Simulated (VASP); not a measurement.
# Na2YbO2 (P3m1) in VASP: single point with PBE

Aim: the single point of Na2YbO2 with PBE.

Everything below comes from runs of VASP 6.6.1. Logs are shortened: lines on timing, memory, paths and dates and some standing lists are left out, and cuts for length are marked.

**1. The cell of the first run**

Symmetry: P3m1, No. 156, trigonal system. The conventional cell has a = 3.864 Å, b = 3.864 Å, c = 6.070 Å, α = 90.00°, β = 90.00°, γ = 120.00°. Na (site symmetry 3m) has 6 O at 2.63 to 2.92 Å and 3 Na at 2.72 Å and 3 Yb at 3.32 Å within 3.5 Å. Within 3.1 Å of Na (site symmetry 3m) lie 4 O at 2.24 to 2.62 Å and 3 Na at 2.72 Å and 3 Yb at 3.04 Å. Within 3.1 Å of Yb (site symmetry 3m) lie 4 O at 2.23 to 2.30 Å and 3 Na at 3.04 Å. Within 3.0 Å of O (site symmetry 3m) lie 1 Yb at 2.23 Å and 6 Na at 2.24 to 2.63 Å. Within 3.0 Å of O (site symmetry 3m) lie 3 Yb at 2.30 Å and 4 Na at 2.62 to 2.92 Å.

**2. Single point, PBE**

File POSCAR:

```
Na2YbO2
1.0
    3.8639837898      0.0000000000      0.0000000000
   -1.9319918949      3.3463081218      0.0000000000
    0.0000000000      0.0000000000      6.0702317443
Na Yb O
2 1 2
Direct
    0.6666666667      0.3333333333      0.7364599400
    0.0000000000      0.0000000000      0.4797569017
    0.3333333333      0.6666666667      0.1404112834
    0.3333333333      0.6666666667      0.5083569350
    0.0000000000      0.0000000000      0.0474413598
```

File INCAR.step1:

```
SYSTEM = Na2YbO2
  PREC = Accurate
  ENCUT = 520
  EDIFF = 1E-6
  ISMEAR = 0
  SIGMA = 0.1
  LREAL = .FALSE.
  LASPH = .TRUE.
  NELM = 80
  ALGO = Normal
  ISIF = 2
  LWAVE = .FALSE.
  LCHARG = .TRUE.
  LMAXMIX = 6
  GGA = PE
  NBANDS = 33
```

File KPOINTS.step1:

```
Automatic mesh
0
G
  12 12 6
  0 0 0
```

File INCAR.step2:

```
SYSTEM = Na2YbO2
  PREC = Accurate
  ENCUT = 520
  EDIFF = 1E-6
  ISMEAR = -5
  SIGMA = 0.1
  LREAL = .FALSE.
  LASPH = .TRUE.
  NELM = 80
  ALGO = Normal
  ISIF = 2
  LWAVE = .FALSE.
  LCHARG = .FALSE.
  LMAXMIX = 6
  GGA = PE
  LORBIT = 11
  NEDOS = 2001
  ICHARG = 11
```

File KPOINTS.step2:

```
Automatic mesh
0
G
  18 18 9
  0 0 0
```

Potentials or basis: VASP PAW PBE potentials, release 64 (Na_pv, Yb, O).

Launch:

```console
$ cat potpaw_PBE.64/Na_pv/POTCAR potpaw_PBE.64/Yb/POTCAR potpaw_PBE.64/O/POTCAR > POTCAR
$ cp INCAR.step1 INCAR
$ cp KPOINTS.step1 KPOINTS
$ mpirun -np 1 vasp_std > vasp.out
$ cp INCAR.step2 INCAR
$ cp KPOINTS.step2 KPOINTS
$ mpirun -np 1 vasp_std > vasp.out
```

OUTCAR:

```text
SYSTEM = Na2YbO2
   PREC = Accurate
   ENCUT = 520
   EDIFF = 1E-6
   ISMEAR = -5
   LREAL = .FALSE.
   LASPH = .TRUE.
   NELM = 80
   ISIF = 2
   GGA = PE
   LORBIT = 11
   ICHARG = 11

 ion  position               nearest neighbor table
   1  0.667  0.333  0.736-   2 2.72   2 2.72   2 2.72
   2  0.000  0.000  0.480-   4 2.24   4 2.24   4 2.24   1 2.72   1 2.72   1 2.72   3 3.04   3 3.04
                             3 3.04
   3  0.333  0.667  0.140-   4 2.23   5 2.30   5 2.30   5 2.30   2 3.04   2 3.04   2 3.04
   4  0.333  0.667  0.508-   3 2.23   2 2.24   2 2.24   2 2.24
   5  0.000  0.000  0.047-   3 2.30   3 2.30   3 2.30

  LATTYP: Found a hexagonal cell.
 ALAT       =     3.8639837898
 C/A-ratio  =     1.5709775389

  Lattice vectors:

 A1 = (   3.8639837898,   0.0000000000,   0.0000000000)
 A2 = (  -1.9319918949,   3.3463081218,   0.0000000000)
 A3 = (   0.0000000000,   0.0000000000,   6.0702317443)

Analysis of symmetry for initial positions (statically):
=====================================================================
 Subroutine PRICEL returns:
 Original cell was already a primitive cell.

 Routine SETGRP: Setting up the symmetry group for a
 hexagonal supercell.

 Subroutine GETGRP returns: Found  6 space group operations
 (whereof  6 operations were pure point group operations)
 out of a pool of 24 trial point group operations.

The static configuration has the point symmetry C_3v.

Analysis of symmetry for dynamics (positions and initial velocities):
=====================================================================
 Subroutine PRICEL returns:
 Original cell was already a primitive cell.

 Routine SETGRP: Setting up the symmetry group for a
 hexagonal supercell.

 Subroutine GETGRP returns: Found  6 space group operations
 (whereof  6 operations were pure point group operations)
 out of a pool of 24 trial point group operations.

The dynamic configuration has the point symmetry C_3v.

 Subroutine INISYM returns: Found  6 space group operations
 (whereof  6 operations are pure point group operations),
 and found     1 'primitive' translations

----------------------------------------------------------------------------------------

                                     Primitive cell

  volume of cell :      78.4886

  direct lattice vectors                    reciprocal lattice vectors
     3.863983790  0.000000000  0.000000000     0.258800258  0.149418398  0.000000000
    -1.931991895  3.346308122  0.000000000     0.000000000  0.298836797  0.000000000
     0.000000000  0.000000000  6.070231744     0.000000000  0.000000000  0.164738356

  length of vectors
     3.863983790  3.863983790  6.070231744     0.298836797  0.298836797  0.164738356

  position of ions in fractional coordinates (direct lattice)
     0.666666667  0.333333333  0.736459940
     0.000000000  0.000000000  0.479756902
     0.333333333  0.666666667  0.140411283
     0.333333333  0.666666667  0.508356935
     0.000000000  0.000000000  0.047441360

  ion indices of the primitive-cell ions
   primitive index   ion index
                 1           1
                 2           2
                 3           3
                 4           4
                 5           5

----------------------------------------------------------------------------------------

 KPOINTS: Automatic mesh

Automatic generation of k-mesh.
 Grid dimensions read from file:
 generate k-points for:   18   18    9

 Generating k-lattice:

  Cartesian coordinates                     Fractional coordinates (reciprocal lattice)
     0.014377792  0.008301022  0.000000000     0.055555556 -0.000000000  0.000000000
     0.000000000  0.016602044  0.000000000     0.000000000  0.055555556  0.000000000
     0.000000000  0.000000000  0.018304262     0.000000000  0.000000000  0.111111111

  Length of vectors
     0.016602044  0.016602044  0.018304262

  Shift w.r.t. Gamma in fractional coordinates (k-lattice)
     0.000000000  0.000000000  0.000000000

 TETIRR: Found   4263 inequivalent tetrahedra from    17496

 Subroutine IBZKPT returns following result:
 ===========================================

 Found    293 irreducible k-points:

 Following reciprocal coordinates:
            Coordinates               Weight
  0.000000  0.000000  0.000000      1.000000
  0.055556 -0.000000  0.000000      6.000000
  0.111111 -0.000000  0.000000      6.000000
  0.166667 -0.000000  0.000000      6.000000
  0.222222 -0.000000  0.000000      6.000000
  0.277778 -0.000000  0.000000      6.000000
[... 16 lines left out ...]
  0.333333  0.111111  0.000000     12.000000
  0.388889  0.111111  0.000000     12.000000
 [... further k-points ...]
   k-points           NKPTS =    293   k-points in BZ     NKDIM =    293   number of bands    NBANDS=     30
   number of dos      NEDOS =   2001   number of ions     NIONS =      5
   total plane-waves  NPLWV =  43200
   dimension x,y,z NGX =    30 NGY =   30 NGZ =   48
   dimension x,y,z NGXF=    60 NGYF=   60 NGZF=   96
   ions per type =               2   1   2
   NGX,Y,Z   is equivalent  to a cutoff of  12.91, 12.91, 13.15 a.u.
   NGXF,Y,Z  is equivalent  to a cutoff of  25.81, 25.81, 26.29 a.u.
 SYSTEM =  Na2YbO2
   PREC   = accura    normal or accurate (medium, high low for compatibility)
   ISTART =      0    job   : 0-new  1-cont  2-samecut
   ICHARG =     11    charge: 1-file 2-atom 10-const
   ISPIN  =      1    spin polarized calculation?
   LNONCOLLINEAR =      F non collinear calculations
   LSORBIT =      F    spin-orbit coupling
   LASPH  =      T    aspherical Exc in radial PAW
   ENCUT  =  520.0 eV  38.22 Ry    6.18 a.u.   7.18  7.18 11.29*2*pi/ulx,y,z
   NELM   =     80;   NELMIN=  2; NELMDL=  0     # of ELM steps
   EDIFF  = 0.1E-05   stopping-criterion for ELM
   LREAL  =      F    real-space projection
[... 7 lines left out ...]
   TEBEG  =    0.0;   TEEND  =   0.0 temperature during run
   PSTRESS=    0.0 pullay stress
   NELECT =      50.0000    total number of electrons
   NUPDOWN=      -1.0000    fix difference up-down
   EMIN   =  10.00;   EMAX   =-10.00  energy-range for DOS
   EFERMI =   0.00;   METHOD = LEGACY
   ISMEAR =    -5;   SIGMA  =   0.10  broadening in eV -4-tet -1-fermi 0-gaus
   EFERMI_NEDOS =   21; number of points for ismear=-14 and -15
   IALGO  =     38    algorithm
   IMIX   =      4    mixing-type and parameters
     AMIX     =   0.40;   BMIX     =  1.00
     AMIX_MAG =   1.60;   BMIX_MAG =  1.00
  volume/ion in A,a.u.               =      15.70       105.93
  Fermi-wavevector in a.u.,A,eV,Ry     =   1.408627  2.661919 26.997088  1.984230
  Thomas-Fermi vector in A             =   2.530765
   LORBIT       =     11    0 simple, 1 ext, 2 COOP (PROOUT), +10 PAW based schemes
   GGA     = PE    functional components
   LHFCALC =     F    Hartree Fock is set to
   AEXX    =    0.0000 exact exchange contribution
   IVDW    =     0    specifies the selected vdW correction
   LEPSILON=     F    determine dielectric tensor
   LRPA    =     F    only Hartree local field effects (RPA)
 non-spin polarized calculation
 Fermi weights with tetrahedron method with Bloechl corrections
  energy-cutoff  :      520.00
  volume of cell :       78.49
 maximum number of plane-waves:      2136
 NGX is ok and might be reduce to    30

 number of electron      49.9999981 magnetization

 Free energy of the ion-electron system (eV)
  ---------------------------------------------------
  ext. energy  EPLUGINS =         0.00000000
  ---------------------------------------------------
  free energy    TOTEN  =       -25.08447653 eV

  energy without entropy =      -25.08447653  energy(sigma->0) =      -25.08447653

 E-fermi :   3.1726     XC(G=0):  -9.6167

 val. band max:        3.1636409728   @ k =   0.2222   0.2222   0.0000
 cond. band min:       3.2234495415   @ k =   0.0000   0.0000   0.0000
 fundamental gap:      0.0598085687
 Fermi energy:         3.1726384904

 k-point     1 :       0.0000    0.0000    0.0000
  band No.  band energies     occupation
      1     -48.1273      2.00000
      2     -22.3249      2.00000
      3     -22.2906      2.00000
      4     -22.2906      2.00000
      5     -21.3001      2.00000
      6     -21.1344      2.00000
[... 22 lines left out ...]
     29       7.6071      0.00000
     30       7.6071      0.00000

 k-point     2 :       0.0556   -0.0000    0.0000
  band No.  band energies     occupation
      1     -48.1271      2.00000
      2     -22.3249      2.00000
      3     -22.2915      2.00000
      4     -22.2908      2.00000
      5     -21.2998      2.00000
      6     -21.1382      2.00000
[... 22 lines left out ...]
     29       7.5888      0.00000
     30       7.5941      0.00000

 k-point     3 :       0.1111   -0.0000    0.0000
  band No.  band energies     occupation
      1     -48.1264      2.00000
      2     -22.3247      2.00000
      3     -22.2942      2.00000
      4     -22.2916      2.00000
      5     -21.2988      2.00000
      6     -21.1490      2.00000
[... 22 lines left out ...]
     29       7.5436      0.00000
     30       7.6323      0.00000

 k-point     4 :       0.1667   -0.0000    0.0000
  band No.  band energies     occupation
      1     -48.1253      2.00000
      2     -22.3245      2.00000
      3     -22.2982      2.00000
      4     -22.2927      2.00000
      5     -21.2979      2.00000
      6     -21.1651      2.00000
[... 616 lines left out ...]
     29       7.5918      0.00000
     30       7.9508      0.00000

 k-point    23 :       0.3333    0.1111    0.0000
  band No.  band energies     occupation
      1     -48.1198      2.00000
      2     -22.3230      2.00000
      3     -22.3158      2.00000
      4     -22.3000      2.00000
      5     -21.3071      2.00000
      6     -21.2363      2.00000
[... 22 lines left out ...]
     29       7.5814      0.00000
     30       7.7300      0.00000

 k-point    24 :       0.3889    0.1111    0.0000
  band No.  band energies     occupation
      1     -48.1191      2.00000
      2     -22.3234      2.00000
      3     -22.3172      2.00000
      4     -22.3010      2.00000
      5     -21.3110      2.00000
      6     -21.2443      2.00000
[... 22 lines left out ...]
     29       7.5519      0.00000
     30       7.6187      0.00000

 [... further k-points ...]

------------------------ aborting loop because EDIFF is reached ----------------------------------------

  FORCE on cell =-STRESS in cart. coord.  units (eV):
  Direction    XX          YY          ZZ          XY          YZ          ZX
  --------------------------------------------------------------------------------------
  -------------------------------------------------------------------------------------
  Total       -1.6565331     -1.6565331     -1.6936945      0.0000000     -0.0000000      0.0000000
  in kB      -33.8145967    -33.8145967    -34.5731661      0.0000000     -0.0000000      0.0000000
  external PRESSURE =     -34.0674532 kB  Pullay stress =       0.0000000 kB

 VOLUME and BASIS-vectors are now :
 -----------------------------------------------------------------------------
  energy-cutoff  :      520.00
  volume of cell :       78.49
      direct lattice vectors                 reciprocal lattice vectors
     3.863983790  0.000000000  0.000000000     0.258800258  0.149418398  0.000000000
    -1.931991895  3.346308122  0.000000000     0.000000000  0.298836797  0.000000000
     0.000000000  0.000000000  6.070231744     0.000000000  0.000000000  0.164738356

 POSITION                                       TOTAL-FORCE (eV/Angst)
 -----------------------------------------------------------------------------------
      1.93199      1.11544      4.47048         0.000000     -0.000000      0.002611
      0.00000      0.00000      2.91224         0.000000     -0.000000     -0.002384
     -0.00000      2.23087      0.85233        -0.000000     -0.000000     -0.006945
     -0.00000      2.23087      3.08584         0.000000     -0.000000      0.019387
      0.00000      0.00000      0.28798         0.000000      0.000000     -0.012668
 -----------------------------------------------------------------------------------
    total drift:                                0.019158     -0.011061      0.000543

  FREE ENERGIE OF THE ION-ELECTRON SYSTEM (eV)
  ---------------------------------------------------
  free  energy   TOTEN  =       -25.0844765309 eV

  energy  without entropy=      -25.0844765309  energy(sigma->0) =      -25.08447653

 total charge

# of ion       s       p       d       f       tot
--------------------------------------------------
    1        0.064   5.980   0.000   0.000   6.044
    2        0.095   6.021   0.000   0.000   6.116
    3        2.150   6.068   0.461  13.614  22.293
    4        1.554   3.410   0.000   0.000   4.964
    5        1.559   3.398   0.000   0.000   4.957
--------------------------------------------------
tot          5.421  24.876   0.461  13.614  44.373
```

Wall time 34 min (1 thread of Intel Xeon Platinum 8488C (Sapphire Rapids), shared host); peak memory 0.74 GiB.

What came out:

```
Valence electrons inside the program's atomic spheres : Na 6.04, 6.12; Yb 22.29; O 4.96
```

Levels at points of the mesh, in eV from the valence-band top:
```csv
k point,band 21,band 22,band 23,band 24,band 25,band 26,band 27,band 28,band 29,band 30
"(0.00, 0.00, 0.00)",-0.08,-0.08,-0.08,-0.03,-0.03,0.06,2.99,3.70,4.44,4.44
"(0.50, 0.00, 0.00)",-0.11,-0.07,-0.03,-0.01,-0.01,1.91,2.33,2.88,4.38,4.49
```

Caveat: spin-orbit coupling is left out, which moves the levels of the heavy elements.
